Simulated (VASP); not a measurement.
# W3C in VASP: notebook

The runs below take W3C through relaxation of the atoms, with LDA.

Program: VASP 6.6.1. These are calculated values, not measurements. Logs are shortened: lines on timing, memory, paths and dates and some standing lists are left out, and cuts for length are marked.

**1. The cell of the first run**

The cell holds a slab with vacuum, 4 atoms: a = 2.809 Å, b = 2.809 Å, c = 20.114 Å, α = 90.00°, β = 90.00°, γ = 120.00°.

**2. Relaxation of the atoms, LDA**

Input file INCAR:

```
ALGO = Normal
DIPOL = 0.5 0.5 0.358
EDIFF = 1E-7
EDIFFG = -0.025
ENCUT = 520
GGA = CA
GGA_COMPAT = F
IBRION = 2
IDIPOL = 3
ISIF = 2
ISMEAR = 0
LASPH = T
LCHARG = F
LDIPOL = T
LREAL = F
LWAVE = F
NELM = 120
NELMDL = -8
NELMIN = 4
NSW = 36
PREC = Accurate
SIGMA = 0.1
```

Input file KPOINTS:

```
k-points
0
Gamma
  12 12 1
```

Input file POSCAR:

```
W3C
1.0
    2.8090103839      0.0000000000      0.0000000000
   -1.4045051920      2.4326743520      0.0000000000
    0.0000000000      0.0000000000     20.1144288635
W C
3 1
Selective dynamics
Direct
    0.6666666667      0.3333333333      0.1988622211  F F F
    0.3333333333      0.6666666667      0.3135698338  F F F
    0.0000000000      0.0000000000      0.4282711143  F F F
    0.6666666667      0.3333333333      0.4909127140  F F T
```

Potentials or basis: VASP PAW LDA potentials, release 64 (W_sv, C).

Command:

```
> cat potpaw_LDA.64/W_sv/POTCAR potpaw_LDA.64/C/POTCAR > POTCAR
> mpirun -np 1 vasp_std > vasp.out
```

OUTCAR:

```text
EDIFF = 1E-7
   EDIFFG = -0.025
   ENCUT = 520
   GGA = CA
   IBRION = 2
   ISIF = 2
   ISMEAR = 0
   LASPH = T
   LREAL = F
   NELM = 120
   NELMDL = -8
   NELMIN = 4
   NSW = 36
   PREC = Accurate

 ion  position               nearest neighbor table
   1  0.667  0.333  0.199-   2 2.82   2 2.82   2 2.82
   2  0.333  0.667  0.314-   3 2.82   3 2.82   3 2.82   1 2.82   1 2.82   1 2.82
   3  0.000  0.000  0.428-   4 2.05   4 2.05   4 2.05   2 2.82   2 2.82   2 2.82
   4  0.667  0.333  0.491-   3 2.05   3 2.05   3 2.05

  LATTYP: Found a hexagonal cell.
 ALAT       =     2.8090103839
 C/A-ratio  =     7.1606815620

  Lattice vectors:

 A1 = (   2.8090103839,   0.0000000000,   0.0000000000)
 A2 = (  -1.4045051920,   2.4326743520,   0.0000000000)
 A3 = (   0.0000000000,   0.0000000000,  20.1144288635)

Analysis of symmetry for initial positions (statically):
=====================================================================
 Subroutine PRICEL returns:
 Original cell was already a primitive cell.

 Routine SETGRP: Setting up the symmetry group for a
 hexagonal supercell.

 Subroutine GETGRP returns: Found  6 space group operations
 (whereof  6 operations were pure point group operations)
 out of a pool of 24 trial point group operations.

The static configuration has the point symmetry C_3v.

Analysis of symmetry for dynamics (positions and initial velocities):
=====================================================================
 Subroutine PRICEL returns:
 Original cell was already a primitive cell.

 Routine SETGRP: Setting up the symmetry group for a
 hexagonal supercell.

 Subroutine GETGRP returns: Found  6 space group operations
 (whereof  6 operations were pure point group operations)
 out of a pool of 24 trial point group operations.

The dynamic configuration has the point symmetry C_3v.

Analysis of constrained symmetry for selective dynamics:
=====================================================================
 Subroutine PRICEL returns:
 Original cell was already a primitive cell.

 Routine SETGRP: Setting up the symmetry group for a
 hexagonal supercell.

 Subroutine GETGRP returns: Found  6 space group operations
 (whereof  6 operations were pure point group operations)
 out of a pool of 24 trial point group operations.

The constrained configuration has the point symmetry C_3v.

[... 122 lines left out ...]
   LHFCALC =     F    Hartree Fock is set to
   AEXX    =    0.0000 exact exchange contribution
   IVDW    =     0    specifies the selected vdW correction
   LEPSILON=     F    determine dielectric tensor
   LRPA    =     F    only Hartree local field effects (RPA)
 conjugate gradient relaxation of ions
 non-spin polarized calculation
 Gauss-broadening in eV      SIGMA  =   0.10
  energy-cutoff  :      520.00
  volume of cell :      137.45
 maximum number of plane-waves:      3729
 NGX is ok and might be reduce to    24
   NGX = 11   NGY = 11   NGZ = 75

--------------------------------------- Ionic step        1  -------------------------------------------

 number of electron      46.0000004 magnetization

 Free energy of the ion-electron system (eV)
  ---------------------------------------------------
  ext. energy  EPLUGINS =         0.00000000
  ---------------------------------------------------
  free energy    TOTEN  =       -47.35686045 eV

  energy without entropy =      -47.34085359  energy(sigma->0) =      -47.34885702

------------------------ aborting loop because EDIFF is reached ----------------------------------------

  FORCE on cell =-STRESS in cart. coord.  units (eV):
  Direction    XX          YY          ZZ          XY          YZ          ZX
  --------------------------------------------------------------------------------------
  -------------------------------------------------------------------------------------
  Total        0.3063651      0.3063651     -2.0115373     -0.0000000      0.0000000      0.0000000
  in kB        3.5711236      3.5711236    -23.4473432     -0.0000000      0.0000000      0.0000000
  external PRESSURE =      -5.4350320 kB  Pullay stress =       0.0000000 kB
[... 19 lines left out ...]
  FREE ENERGIE OF THE ION-ELECTRON SYSTEM (eV)
  ---------------------------------------------------
  free  energy   TOTEN  =       -47.3568604469 eV

  energy  without entropy=      -47.3408535940  energy(sigma->0) =      -47.34885702

 dipolmoment           0.000000      0.000000     -0.045348 electrons x Angstroem

--------------------------------------- Ionic step        2  -------------------------------------------

 number of electron      46.0000004 magnetization

------------------------ aborting loop because EDIFF is reached ----------------------------------------
[... 33 lines left out ...]
--------------------------------------- Ionic step        3  -------------------------------------------

 number of electron      46.0000005 magnetization

 dipolmoment           0.000000      0.000000      0.028144 electrons x Angstroem

 Free energy of the ion-electron system (eV)
  ---------------------------------------------------
  ext. energy  EPLUGINS =         0.00000000
  ---------------------------------------------------
  free energy    TOTEN  =       -47.57294320 eV

  energy without entropy =      -47.55970618  energy(sigma->0) =      -47.56632469

 E-fermi :   0.6074     XC(G=0):  -6.2360

 val. band max:        0.5980033148   @ k =   0.3333   0.0833   0.0000
 cond. band min:       0.6258044589   @ k =   0.0833   0.0000   0.0000
 fundamental gap:      0.0278011442
 Fermi energy:         0.6073658945

 k-point     1 :       0.0000    0.0000    0.0000
  band No.  band energies     occupation
      1     -72.7762      2.00000
      2     -72.7212      2.00000
      3     -72.6295      2.00000
      4     -37.7726      2.00000
      5     -37.3606      2.00000
      6     -36.9209      2.00000
[... 559 lines left out ...]
     26       2.4339      0.00000
     27       3.7713      0.00000

------------------------ aborting loop because EDIFF is reached ----------------------------------------

 vacuum level on the upper side and lower side of the slab       (xc-potential included)         0.288        -0.467

  FORCE on cell =-STRESS in cart. coord.  units (eV):
  Direction    XX          YY          ZZ          XY          YZ          ZX
  --------------------------------------------------------------------------------------
  -------------------------------------------------------------------------------------
  Total        2.8973977      2.8973977      2.1665708     -0.0000000      0.0000000     -0.0000000
  in kB       33.7733130     33.7733130     25.2544808     -0.0000000      0.0000000     -0.0000000
  external PRESSURE =      30.9337023 kB  Pullay stress =       0.0000000 kB
[... 19 lines left out ...]
  FREE ENERGIE OF THE ION-ELECTRON SYSTEM (eV)
  ---------------------------------------------------
  free  energy   TOTEN  =       -47.5729432019 eV

  energy  without entropy=      -47.5597061757  energy(sigma->0) =      -47.56632469

 reached required accuracy - stopping structural energy minimisation

 vacuum level on the upper side and lower side of the slab         6.745         5.967
```

It took 4.5 min on 1 thread of Intel Xeon Platinum 8259CL at 2.50GHz (Skylake/Cascade Lake), shared host; peak memory 0.25 GiB.

Results:

| Quantity | Value |
| --- | --- |
| Free energy | -47.5729 eV |
| Energy gained by relaxing | 54.0 meV/atom |
| Ionic steps | 3 |
| Band gap on the k mesh | zero (bands 23 and 24 overlap by 1.08 eV) |

Step by step:
```tsv
step	energy change (eV)	largest force on free atoms (eV/Å)	pressure (GPa)
1	0.0000	2.7468	-0.54
2	-0.2135	0.3307	2.68
3	-0.2161	0.0036	3.09
```

Final structure:
```
CELL_PARAMETERS angstrom
2.80901 0.00000 0.00000
-1.40451 2.43267 0.00000
0.00000 0.00000 20.11443
ATOMIC_POSITIONS crystal
W 0.66667 0.33333 0.19886
W 0.33333 0.66667 0.31357
W 0.00000 0.00000 0.42827
C 0.66667 0.33333 0.48357
```

Caveat: spin-orbit coupling is left out, which moves the levels of the heavy elements.

**3. Relaxation of the atoms, LDA**

Input file INCAR:

```
SYSTEM = W3C
PREC = Accurate
ENCUT = 520
EDIFF = 1E-7
ISMEAR = 0
SIGMA = 0.1
LREAL = .FALSE.
LASPH = .TRUE.
NELM = 120
ALGO = Normal
ISIF = 2
LWAVE = .FALSE.
LCHARG = .FALSE.
LDIPOL = .TRUE.
IDIPOL = 3
DIPOL = 0.5 0.5 0.372
IBRION = 2
NSW = 36
EDIFFG = -0.025
GGA_COMPAT = .FALSE.
NELMIN = 4
NELMDL = -8
```

Input file KPOINTS:

```
Automatic mesh
0
G
  12 12 1
  0 0 0
```

POSCAR, as its differences from that of step 2:

```diff
@@ -12,2 +12,2 @@
     0.0000000000      0.0000000000      0.4282711143  F F F
-    0.6666666667      0.3333333333      0.4909127140  F F T
+    0.0000000000      0.0000000000      0.5465941359  F F T
```

Potentials or basis: VASP PAW LDA potentials, release 64 (W_sv, C).

Command:

```
> cat potpaw_LDA.64/W_sv/POTCAR potpaw_LDA.64/C/POTCAR > POTCAR
> mpirun -np 1 vasp_std > vasp.out
```

OUTCAR:

```text
SYSTEM = W3C
   PREC = Accurate
   ENCUT = 520
   EDIFF = 1E-7
   ISMEAR = 0
   LREAL = .FALSE.
   LASPH = .TRUE.
   NELM = 120
   ISIF = 2
   IBRION = 2
   NSW = 36
   EDIFFG = -0.025
   NELMIN = 4
   NELMDL = -8

 ion  position               nearest neighbor table
   1  0.667  0.333  0.199-   2 2.82   2 2.82   2 2.82
   2  0.333  0.667  0.314-   3 2.82   3 2.82   3 2.82   1 2.82   1 2.82   1 2.82
   3  0.000  0.000  0.428-   4 2.38   2 2.82   2 2.82   2 2.82
   4  0.000  0.000  0.547-   3 2.38

  LATTYP: Found a hexagonal cell.
 ALAT       =     2.8090103839
 C/A-ratio  =     7.1606815620

  Lattice vectors:

 A1 = (   2.8090103839,   0.0000000000,   0.0000000000)
 A2 = (  -1.4045051920,   2.4326743520,   0.0000000000)
 A3 = (   0.0000000000,   0.0000000000,  20.1144288635)

Analysis of symmetry for initial positions (statically):
=====================================================================
 Subroutine PRICEL returns:
 Original cell was already a primitive cell.

 Routine SETGRP: Setting up the symmetry group for a
 hexagonal supercell.

 Subroutine GETGRP returns: Found  6 space group operations
 (whereof  6 operations were pure point group operations)
 out of a pool of 24 trial point group operations.

The static configuration has the point symmetry C_3v.

Analysis of symmetry for dynamics (positions and initial velocities):
=====================================================================
 Subroutine PRICEL returns:
 Original cell was already a primitive cell.

 Routine SETGRP: Setting up the symmetry group for a
 hexagonal supercell.

 Subroutine GETGRP returns: Found  6 space group operations
 (whereof  6 operations were pure point group operations)
 out of a pool of 24 trial point group operations.

The dynamic configuration has the point symmetry C_3v.

Analysis of constrained symmetry for selective dynamics:
=====================================================================
 Subroutine PRICEL returns:
 Original cell was already a primitive cell.

 Routine SETGRP: Setting up the symmetry group for a
 hexagonal supercell.

 Subroutine GETGRP returns: Found  6 space group operations
 (whereof  6 operations were pure point group operations)
 out of a pool of 24 trial point group operations.

The constrained configuration has the point symmetry C_3v.

 Subroutine INISYM returns: Found  6 space group operations
 (whereof  6 operations are pure point group operations),
 and found     1 'primitive' translations

----------------------------------------------------------------------------------------

                                     Primitive cell

  volume of cell :     137.4501

  direct lattice vectors                    reciprocal lattice vectors
     2.809010384  0.000000000  0.000000000     0.355997260  0.205535114  0.000000000
    -1.404505192  2.432674352  0.000000000     0.000000000  0.411070228  0.000000000
     0.000000000  0.000000000 20.114428863     0.000000000  0.000000000  0.049715555
[... 78 lines left out ...]
   LSORBIT =      F    spin-orbit coupling
   LASPH  =      T    aspherical Exc in radial PAW
   ENCUT  =  520.0 eV  38.22 Ry    6.18 a.u.   5.22  5.22 37.40*2*pi/ulx,y,z
   NELM   =    120;   NELMIN=  4; NELMDL= -8     # of ELM steps
   EDIFF  = 0.1E-06   stopping-criterion for ELM
   LREAL  =      F    real-space projection
   EDIFFG = -.3E-01   stopping-criterion for IOM
   NSW    =     36    number of steps for IOM
   IBRION =      2    ionic relax: 0-MD 1-quasi-New 2-CG
   NFREE  =      1    steps in history (QN), initial steepest desc. (CG)
   ISIF   =      2    stress and relaxation
   ISYM   =      2    0-nonsym 1-usesym 2-fastsym
   POTIM  = 0.5000    time-step for ionic-motion
   TEBEG  =    0.0;   TEEND  =   0.0 temperature during run
   PSTRESS=    0.0 pullay stress
   NELECT =      46.0000    total number of electrons
   NUPDOWN=      -1.0000    fix difference up-down
   EMIN   =  10.00;   EMAX   =-10.00  energy-range for DOS
   EFERMI =   0.00;   METHOD = LEGACY
   ISMEAR =     0;   SIGMA  =   0.10  broadening in eV -4-tet -1-fermi 0-gaus
   EFERMI_NEDOS =   21; number of points for ismear=-14 and -15
   IALGO  =     38    algorithm
   IMIX   =      4    mixing-type and parameters
     AMIX     =   0.40;   BMIX     =  1.00
     AMIX_MAG =   1.60;   BMIX_MAG =  1.00
  volume/ion in A,a.u.               =      34.36       231.89
  Fermi-wavevector in a.u.,A,eV,Ry     =   1.136613  2.147886 17.577203  1.291888
  Thomas-Fermi vector in A             =   2.273318
   LORBIT       =      0    0 simple, 1 ext, 2 COOP (PROOUT), +10 PAW based schemes
   GGA     = CA    functional components
   LHFCALC =     F    Hartree Fock is set to
   AEXX    =    0.0000 exact exchange contribution
   IVDW    =     0    specifies the selected vdW correction
   LEPSILON=     F    determine dielectric tensor
   LRPA    =     F    only Hartree local field effects (RPA)
 conjugate gradient relaxation of ions
 non-spin polarized calculation
 Gauss-broadening in eV      SIGMA  =   0.10
  energy-cutoff  :      520.00
  volume of cell :      137.45
 maximum number of plane-waves:      3729
 NGX is ok and might be reduce to    24
   NGX = 11   NGY = 11   NGZ = 75

--------------------------------------- Ionic step        1  -------------------------------------------

 number of electron      46.0000005 magnetization

 Free energy of the ion-electron system (eV)
  ---------------------------------------------------
  ext. energy  EPLUGINS =         0.00000000
  ---------------------------------------------------
  free energy    TOTEN  =       -43.42111409 eV

  energy without entropy =      -43.39706048  energy(sigma->0) =      -43.40908728

------------------------ aborting loop because EDIFF is reached ----------------------------------------

  FORCE on cell =-STRESS in cart. coord.  units (eV):
  Direction    XX          YY          ZZ          XY          YZ          ZX
  --------------------------------------------------------------------------------------
  -------------------------------------------------------------------------------------
  Total       -8.0441810     -8.0441810     -6.4033453      0.0000000      0.0000000     -0.0000000
  in kB      -93.7664318    -93.7664318    -74.6401460      0.0000000      0.0000000     -0.0000000
  external PRESSURE =     -87.3910032 kB  Pullay stress =       0.0000000 kB
[... 95 lines left out ...]
  FREE ENERGIE OF THE ION-ELECTRON SYSTEM (eV)
  ---------------------------------------------------
  free  energy   TOTEN  =       -44.3711246259 eV

  energy  without entropy=      -44.3345996246  energy(sigma->0) =      -44.35286213

 dipolmoment           0.000000      0.000000     -0.231090 electrons x Angstroem

--------------------------------------- Ionic step        4  -------------------------------------------

 number of electron      46.0000005 magnetization

------------------------ aborting loop because EDIFF is reached ----------------------------------------
[... 71 lines left out ...]
--------------------------------------- Ionic step        6  -------------------------------------------

 number of electron      46.0000005 magnetization

 dipolmoment           0.000000      0.000000      0.075320 electrons x Angstroem

 Free energy of the ion-electron system (eV)
  ---------------------------------------------------
  ext. energy  EPLUGINS =         0.00000000
  ---------------------------------------------------
  free energy    TOTEN  =       -44.48752134 eV

  energy without entropy =      -44.46095287  energy(sigma->0) =      -44.47423710

 E-fermi :   0.3536     XC(G=0):  -6.5605

 val. band max:        0.3459076830   @ k =   0.0833   0.0833   0.0000
 cond. band min:       0.4014155815   @ k =   0.1667   0.1667   0.0000
 fundamental gap:      0.0555078985
 Fermi energy:         0.3535810787

 k-point     1 :       0.0000    0.0000    0.0000
  band No.  band energies     occupation
      1     -72.9200      2.00000
      2     -72.8542      2.00000
      3     -72.6260      2.00000
      4     -37.8975      2.00000
      5     -37.4190      2.00000
      6     -36.9536      2.00000
[... 559 lines left out ...]
     26       2.1048      0.00000
     27       2.1826      0.00000

------------------------ aborting loop because EDIFF is reached ----------------------------------------

 vacuum level on the upper side and lower side of the slab       (xc-potential included)         0.835        -1.140

  FORCE on cell =-STRESS in cart. coord.  units (eV):
  Direction    XX          YY          ZZ          XY          YZ          ZX
  --------------------------------------------------------------------------------------
  -------------------------------------------------------------------------------------
  Total       -4.5002322     -4.5002322      0.1413212      0.0000000      0.0000000     -0.0000000
  in kB      -52.4566415    -52.4566415      1.6473007      0.0000000      0.0000000     -0.0000000
  external PRESSURE =     -34.4219941 kB  Pullay stress =       0.0000000 kB
[... 19 lines left out ...]
  FREE ENERGIE OF THE ION-ELECTRON SYSTEM (eV)
  ---------------------------------------------------
  free  energy   TOTEN  =       -44.4875213351 eV

  energy  without entropy=      -44.4609528713  energy(sigma->0) =      -44.47423710

 reached required accuracy - stopping structural energy minimisation

 vacuum level on the upper side and lower side of the slab         7.526         5.493
```

Wall time 9.8 min (1 thread of Intel Xeon Platinum 8259CL at 2.50GHz (Skylake/Cascade Lake), shared host); peak memory 0.26 GiB.

Results:

| Item | Value |
| --- | --- |
| Free energy | -44.4875 eV |
| Energy gained by relaxing | 266.6 meV/atom |
| Ionic steps | 6 |
| Band gap on the k mesh | zero (bands 23 and 24 overlap by 0.92 eV) |

Step by step:
```csv
step,energy change (eV),largest force on free atoms (eV/Å),pressure (GPa)
1,0.0000,3.0195,-8.74
2,-0.4410,2.9522,-7.86
3,-0.9500,2.2453,-0.97
4,-1.0140,1.2335,-4.94
5,-1.0648,0.2366,-3.73
6,-1.0664,0.0151,-3.44
```

Final structure:
```xyz
4
Lattice="2.8090 0.0000 0.0000 -1.4045 2.4327 0.0000 0.0000 0.0000 20.1144" Properties=species:S:1:pos:R:3 pbc="T T T"
W     1.4045    0.8109    4.0000
W     0.0000    1.6218    6.3073
W     0.0000    0.0000    8.6144
C     0.0000    0.0000   10.5192
```

Caveat: spin-orbit coupling is left out, which moves the levels of the heavy elements.

The gap in the log of VASP goes by the Fermi energy; the results here count the filled bands.